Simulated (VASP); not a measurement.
# SnO2 (Cassiterite) (P4_2/mnm) in VASP: dielectric tensor with PBE

Aim: the dielectric tensor of SnO2 (Cassiterite) with PBE.

Everything below comes from runs of VASP 6.6.1. Logs are shortened: lines on timing, memory, paths and dates and some standing lists are left out, and cuts for length are marked.

### 1 The cell of the first run

It takes space group P4_2/mnm (No. 136, tetragonal). Conventional cell: a = 4.760 Å, b = 4.760 Å, c = 3.200 Å, α = 90.00°, β = 90.00°, γ = 90.00°. Within 2.7 Å of Sn (site symmetry mmm) lie 6 O at 2.06 to 2.07 Å. O (site symmetry m2m) has 3 Sn at 2.06 to 2.07 Å and 1 O at 2.61 Å within 2.7 Å.

### 2 Dielectric tensor, PBE

INCAR

```
SYSTEM = SnO2
PREC = Accurate
ENCUT = 520
EDIFF = 1E-8
ISMEAR = 0
SIGMA = 0.01
LREAL = .FALSE.
LASPH = .TRUE.
NELM = 100
ALGO = Normal
ISIF = 2
LWAVE = .FALSE.
LCHARG = .FALSE.
GGA = PE
LEPSILON = .TRUE.
```

KPOINTS

```
Automatic mesh
0
G
  4 4 6
  0 0 0
```

POSCAR

```
SnO2
1.0
    4.7604949050      0.0000000000      0.0000000000
    0.0000000000      4.7604949050      0.0000000000
    0.0000000000      0.0000000000      3.2001628095
Sn O
2 4
Direct
    0.0000000000      0.0000000000      0.0000000000
    0.5000000000      0.5000000000      0.5000000000
    0.3058809151      0.3058809151      0.0000000000
    0.1941190849      0.8058809151      0.5000000000
    0.6941190849      0.6941190849      0.0000000000
    0.8058809151      0.1941190849      0.5000000000
```

Potentials or basis: VASP PAW PBE potentials, release 64 (Sn_d, O).

The run is started by

```console
cat potpaw_PBE.64/Sn_d/POTCAR potpaw_PBE.64/O/POTCAR > POTCAR
mpirun -np 1 vasp_std > vasp.out
```

OUTCAR:

```text
SYSTEM = SnO2
   PREC = Accurate
   ENCUT = 520
   EDIFF = 1E-8
   ISMEAR = 0
   LREAL = .FALSE.
   LASPH = .TRUE.
   NELM = 100
   ISIF = 2
   GGA = PE
   LEPSILON = .TRUE.

 ion  position               nearest neighbor table
   1  0.000  0.000  0.000-   3 2.06   5 2.06   4 2.07   6 2.07   4 2.07   6 2.07   2 3.73   2 3.73
                             2 3.73   2 3.73   2 3.73   2 3.73   2 3.73   2 3.73
   2  0.500  0.500  0.500-   4 2.06   6 2.06   5 2.07   3 2.07   3 2.07   5 2.07   1 3.73   1 3.73
                             1 3.73   1 3.73   1 3.73   1 3.73   1 3.73   1 3.73
   3  0.306  0.306  0.000-   1 2.06   2 2.07   2 2.07
   4  0.194  0.806  0.500-   2 2.06   1 2.07   1 2.07
   5  0.694  0.694  0.000-   1 2.06   2 2.07   2 2.07
   6  0.806  0.194  0.500-   2 2.06   1 2.07   1 2.07

  LATTYP: Found a simple tetragonal cell.
 ALAT       =     4.7604949050
 C/A-ratio  =     0.6722332181

  Lattice vectors:

 A1 = (   4.7604949050,   0.0000000000,   0.0000000000)
 A2 = (   0.0000000000,   4.7604949050,   0.0000000000)
 A3 = (   0.0000000000,   0.0000000000,   3.2001628095)

Analysis of symmetry for initial positions (statically):
=====================================================================
 Subroutine PRICEL returns:
 Original cell was already a primitive cell.

 Routine SETGRP: Setting up the symmetry group for a
 simple tetragonal supercell.

 Subroutine GETGRP returns: Found 16 space group operations
 (whereof  8 operations were pure point group operations)
 out of a pool of 16 trial point group operations.

The static configuration has the point symmetry D_2h.
 The point group associated with its full space group is D_4h.

Analysis of symmetry for dynamics (positions and initial velocities):
=====================================================================
 Subroutine PRICEL returns:
 Original cell was already a primitive cell.

 Routine SETGRP: Setting up the symmetry group for a
 simple tetragonal supercell.

 Subroutine GETGRP returns: Found 16 space group operations
 (whereof  8 operations were pure point group operations)
 out of a pool of 16 trial point group operations.

The dynamic configuration has the point symmetry D_2h.
 The point group associated with its full space group is D_4h.

 Subroutine INISYM returns: Found 16 space group operations
 (whereof  8 operations are pure point group operations),
 and found     1 'primitive' translations

----------------------------------------------------------------------------------------

                                     Primitive cell

  volume of cell :      72.5231

  direct lattice vectors                    reciprocal lattice vectors
     4.760494905  0.000000000  0.000000000     0.210062193  0.000000000  0.000000000
     0.000000000  4.760494905  0.000000000     0.000000000  0.210062193  0.000000000
     0.000000000  0.000000000  3.200162810     0.000000000  0.000000000  0.312484101

  length of vectors
     4.760494905  4.760494905  3.200162810     0.210062193  0.210062193  0.312484101

  position of ions in fractional coordinates (direct lattice)
     0.000000000  0.000000000  0.000000000
     0.500000000  0.500000000  0.500000000
     0.305880915  0.305880915  0.000000000
     0.194119085  0.805880915  0.500000000
     0.694119085  0.694119085  0.000000000
     0.805880915  0.194119085  0.500000000

  ion indices of the primitive-cell ions
   primitive index   ion index
                 1           1
                 2           2
                 3           3
                 4           4
                 5           5
                 6           6

----------------------------------------------------------------------------------------

 KPOINTS: Automatic mesh

Automatic generation of k-mesh.
 Grid dimensions read from file:
 generate k-points for:    4    4    6

 Generating k-lattice:

  Cartesian coordinates                     Fractional coordinates (reciprocal lattice)
     0.052515548  0.000000000  0.000000000     0.250000000  0.000000000  0.000000000
     0.000000000  0.052515548  0.000000000     0.000000000  0.250000000  0.000000000
     0.000000000  0.000000000  0.052080684     0.000000000  0.000000000  0.166666667

  Length of vectors
     0.052515548  0.052515548  0.052080684

  Shift w.r.t. Gamma in fractional coordinates (k-lattice)
     0.000000000  0.000000000  0.000000000

 Subroutine IBZKPT returns following result:
[... 54 lines left out ...]
   ISIF   =      2    stress and relaxation
   ISYM   =      2    0-nonsym 1-usesym 2-fastsym
   POTIM  = 0.5000    time-step for ionic-motion
   TEBEG  =    0.0;   TEEND  =   0.0 temperature during run
   PSTRESS=    0.0 pullay stress
   NELECT =      52.0000    total number of electrons
   NUPDOWN=      -1.0000    fix difference up-down
   EMIN   =  10.00;   EMAX   =-10.00  energy-range for DOS
   EFERMI =   0.00;   METHOD = LEGACY
   ISMEAR =     0;   SIGMA  =   0.01  broadening in eV -4-tet -1-fermi 0-gaus
   EFERMI_NEDOS =   21; number of points for ismear=-14 and -15
   IALGO  =     38    algorithm
   IMIX   =      4    mixing-type and parameters
     AMIX     =   0.40;   BMIX     =  1.00
     AMIX_MAG =   1.60;   BMIX_MAG =  1.00
  volume/ion in A,a.u.               =      12.09        81.57
  Fermi-wavevector in a.u.,A,eV,Ry     =   1.465268  2.768956 29.211865  2.147011
  Thomas-Fermi vector in A             =   2.581146
   LORBIT       =      0    0 simple, 1 ext, 2 COOP (PROOUT), +10 PAW based schemes
   GGA     = PE    functional components
   LHFCALC =     F    Hartree Fock is set to
   AEXX    =    0.0000 exact exchange contribution
   IVDW    =     0    specifies the selected vdW correction
   LEPSILON=     T    determine dielectric tensor
   LRPA    =     F    only Hartree local field effects (RPA)
 non-spin polarized calculation
 Gauss-broadening in eV      SIGMA  =   0.01
  energy-cutoff  :      520.00
  volume of cell :       72.52
 maximum number of plane-waves:      1992
 NGX is ok and might be reduce to    36
   NGX = 17   NGY = 17   NGZ = 11

--------------------------------------- Ionic step        1  -------------------------------------------

 number of electron      52.0000002 magnetization

 E-fermi :   6.1056     XC(G=0): -11.1864

 val. band max:        5.9881624314   @ k =   0.0000   0.0000   0.0000
 cond. band min:       7.0756439130   @ k =   0.0000   0.0000   0.0000
 fundamental gap:      1.0874814816
 Fermi energy:         6.1055767874

 k-point     1 :       0.0000    0.0000    0.0000
  band No.  band energies     occupation
      1     -15.1054      2.00000
      2     -14.3409      2.00000
      3     -14.1031      2.00000
      4     -14.0760      2.00000
      5     -14.0760      2.00000
      6     -14.0096      2.00000
[... 805 lines left out ...]
     30      14.8350      0.00000
     31      16.9232      0.00000

  FORCE on cell =-STRESS in cart. coord.  units (eV):
  Direction    XX          YY          ZZ          XY          YZ          ZX
  --------------------------------------------------------------------------------------
  -------------------------------------------------------------------------------------
  Total        3.4956910      3.4956910      4.3888506      0.0000000      0.0000000      0.0000000
  in kB       77.2266749     77.2266749     96.9583235      0.0000000      0.0000000      0.0000000
  external PRESSURE =      83.8038911 kB  Pullay stress =       0.0000000 kB

 VOLUME and BASIS-vectors are now :
 -----------------------------------------------------------------------------
  energy-cutoff  :      520.00
  volume of cell :       72.52
      direct lattice vectors                 reciprocal lattice vectors
     4.760494905  0.000000000  0.000000000     0.210062193  0.000000000  0.000000000
     0.000000000  4.760494905  0.000000000     0.000000000  0.210062193  0.000000000
     0.000000000  0.000000000  3.200162810     0.000000000  0.000000000  0.312484101

 POSITION                                       TOTAL-FORCE (eV/Angst)
 -----------------------------------------------------------------------------------
      0.00000      0.00000      0.00000         0.000000      0.000000      0.000000
      2.38025      2.38025      1.60008         0.000000      0.000000      0.000000
      1.45614      1.45614      0.00000        -0.032980     -0.032980      0.000000
      0.92410      3.83639      1.60008         0.032980     -0.032980      0.000000
      3.30435      3.30435      0.00000         0.032980      0.032980      0.000000
      3.83639      0.92410      1.60008        -0.032980      0.032980      0.000000
 -----------------------------------------------------------------------------------
    total drift:                                0.000000      0.000000      0.000000

  FREE ENERGIE OF THE ION-ELECTRON SYSTEM (eV)
  ---------------------------------------------------
  free  energy   TOTEN  =       -37.2271763163 eV

  energy  without entropy=      -37.2271763163  energy(sigma->0) =      -37.22717632

 HEAD OF MICROSCOPIC STATIC DIELECTRIC TENSOR (INDEPENDENT PARTICLE, excluding Hartree and local field effects)
 ------------------------------------------------------
           4.643610     0.000000     0.000000
           0.000000     4.643610     0.000000
           0.000000     0.000000     4.806845
 ------------------------------------------------------

 Free energy of the ion-electron system (eV)
  ---------------------------------------------------
  ---------------------------------------------------
  free energy    TOTEN  =        -0.76056563 eV

  energy without entropy =       -0.76056563

------------------------ aborting loop because EDIFF is reached ----------------------------------------

--------------------------------------- Ionic step        2  -------------------------------------------

------------------------ aborting loop because EDIFF is reached ----------------------------------------

--------------------------------------- Ionic step        3  -------------------------------------------

 Free energy of the ion-electron system (eV)
  ---------------------------------------------------
  ---------------------------------------------------
  free energy    TOTEN  =        -0.79645675 eV

  energy without entropy =       -0.79645675

------------------------ aborting loop because EDIFF is reached ----------------------------------------

 PIEZOELECTRIC TENSOR FIELD DIRECTION 3  (e Angst)
 -----------------------------------------------------------------------------
     0.00148  0.00000  0.00000           ( -0.00001  0.00000  0.00000)
     0.00000  0.00148  0.00000           (  0.00000 -0.00001  0.00000)
     0.00000  0.00000 -0.00436           (  0.00000  0.00000 -0.00015)

 PIEZOELECTRIC TENSOR FIELD DIRECTION 3  (C/m^2)
 -----------------------------------------------------------------------------
     0.00033  0.00000  0.00000
     0.00000  0.00033  0.00000
     0.00000  0.00000 -0.00096

 MACROSCOPIC STATIC DIELECTRIC TENSOR (including local field effects in DFT)
 ------------------------------------------------------
           4.565612    -0.000000     0.000000
          -0.000000     4.565612     0.000000
           0.000000     0.000000     4.721338
 ------------------------------------------------------

 PIEZOELECTRIC TENSOR (including local field effects)  for field in x, y, z        (e  Angst)
          XX          YY          ZZ          XY          YZ          ZX
  --------------------------------------------------------------------------------
  x     0.00000     0.00000     0.00000     0.00000     0.00000     0.00000
  y     0.00000     0.00000     0.00000     0.00000     0.00000     0.00000
  z     0.00000     0.00000     0.00000     0.00000     0.00000     0.00000

 PIEZOELECTRIC TENSOR (including local field effects)  for field in x, y, z        (C/m^2)
          XX          YY          ZZ          XY          YZ          ZX
  --------------------------------------------------------------------------------
  x     0.00000     0.00000     0.00000     0.00000     0.00000     0.00000
  y     0.00000     0.00000     0.00000     0.00000     0.00000     0.00000
  z     0.00000     0.00000     0.00000     0.00000     0.00000     0.00000

 BORN EFFECTIVE CHARGES (including local field effects) (in |e|, cummulative output)
 ---------------------------------------------------------------------------------
 ion    1
    1     4.09823     0.46279     0.00000
    2     0.46279     4.09823     0.00000
    3     0.00000     0.00000     4.47366
 ion    2
    1     4.09823    -0.46279     0.00000
    2    -0.46279     4.09823     0.00000
    3     0.00000     0.00000     4.47366
 ion    3
    1    -2.04912    -0.72567     0.00000
    2    -0.72567    -2.04912     0.00000
    3     0.00000     0.00000    -2.23683
 ion    4
    1    -2.04912     0.72567     0.00000
    2     0.72567    -2.04912     0.00000
    3     0.00000     0.00000    -2.23683
 ion    5
    1    -2.04912    -0.72567     0.00000
    2    -0.72567    -2.04912     0.00000
    3     0.00000     0.00000    -2.23683
 ion    6
    1    -2.04912     0.72567     0.00000
    2     0.72567    -2.04912     0.00000
    3     0.00000     0.00000    -2.23683
```

Run time: 9.3 min. Hardware: 1 thread of Intel Xeon Platinum 8259CL at 2.50GHz (Skylake/Cascade Lake), shared host; peak memory 0.36 GiB.

Results:

- Band gap on the k mesh: 1.09 eV, direct
- Electronic dielectric tensor (diagonal): 4.57, 4.57, 4.72
- Born charges (mean of the diagonal): Sn +4.22; O -2.11 e

Electronic dielectric tensor:
```
4.57 0.00 0.00
0.00 4.57 0.00
0.00 0.00 4.72
```

Born effective charge tensors (e):
atom 1, Sn
```
4.10 0.46 0.00
0.46 4.10 0.00
0.00 0.00 4.47
```
atom 2, Sn
```
 4.10 -0.46  0.00
-0.46  4.10  0.00
 0.00  0.00  4.47
```
atom 3, O
```
-2.05 -0.73  0.00
-0.73 -2.05  0.00
 0.00  0.00 -2.24
```
atom 4, O
```
-2.05  0.73  0.00
 0.73 -2.05  0.00
 0.00  0.00 -2.24
```
atom 5, O
```
-2.05 -0.73  0.00
-0.73 -2.05  0.00
 0.00  0.00 -2.24
```
atom 6, O
```
-2.05  0.73  0.00
 0.73 -2.05  0.00
 0.00  0.00 -2.24
```

Caveat: spin-orbit coupling is left out, which moves the levels of the heavy elements.
